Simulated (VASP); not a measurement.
Write the native input for VASP 6.6.1 that does the following.

| Property | Result |
| --- | --- |
| Task | electric field gradients |
| Functional | PBE |
| Potentials or basis | VASP PAW PBE potentials, release 64 (Pt, Se) |
| Cutoff | 520 eV |
| k mesh | 10 × 10 × 6 |
| Occupations | fermi-dirac, width 0.03 eV |
| Spin | no spin polarisation |
| Dipole correction | no |
| Further INCAR settings | ALGO = Normal; EDIFF = 1e-08; NBANDS = 24 |

The structure of PtSe (wurtzite type) lies in POSCAR:

```
PtSe
1.0
    3.8499446572      0.0000000000      0.0000000000
   -1.9249723286      3.3341498763      0.0000000000
    0.0000000000      0.0000000000      7.0964647173
Pt Se
2 2
Direct
    0.3333333333      0.6666666667      0.0126290861
    0.6666666667      0.3333333333      0.5126290861
    0.3333333333      0.6666666667      0.3633709139
    0.6666666667      0.3333333333      0.8633709139
```

One way to write it, as run:

INCAR

```
SYSTEM = PtSe
PREC = Accurate
ENCUT = 520
EDIFF = 1E-8
ISMEAR = -1
SIGMA = 0.03
LREAL = .FALSE.
LASPH = .TRUE.
NELM = 100
ALGO = Normal
ISIF = 2
LWAVE = .FALSE.
LCHARG = .FALSE.
GGA = PE
LEFG = .TRUE.
NBANDS = 24
```

KPOINTS

```
Automatic mesh
0
G
  10 10 6
  0 0 0
```

Potentials or basis: VASP PAW PBE potentials, release 64 (Pt, Se).

Command:

```console
$ cat potpaw_PBE.64/Pt/POTCAR potpaw_PBE.64/Se/POTCAR > POTCAR
$ mpirun -np 1 vasp_std > vasp.out
```

Results of the run:

```
Pressure                                : 0.0 GPa
Largest force                           : 0.005 eV/Å
Band gap on the k mesh                  : zero (bands 16 and 17 overlap by 1.97 eV)
Largest electric field gradient by atom : Pt -135.3; Se -41.1 V/Å²
```

Caveat: without QUAD_EFG the Cq values of the log hold for a quadrupole moment of 1 mb, not for the nuclei; spin-orbit coupling is left out, which moves the levels of the heavy elements.

It took 3.4 min on 1 thread of AMD EPYC 7R13 (shared host), peak memory 0.25 GiB.
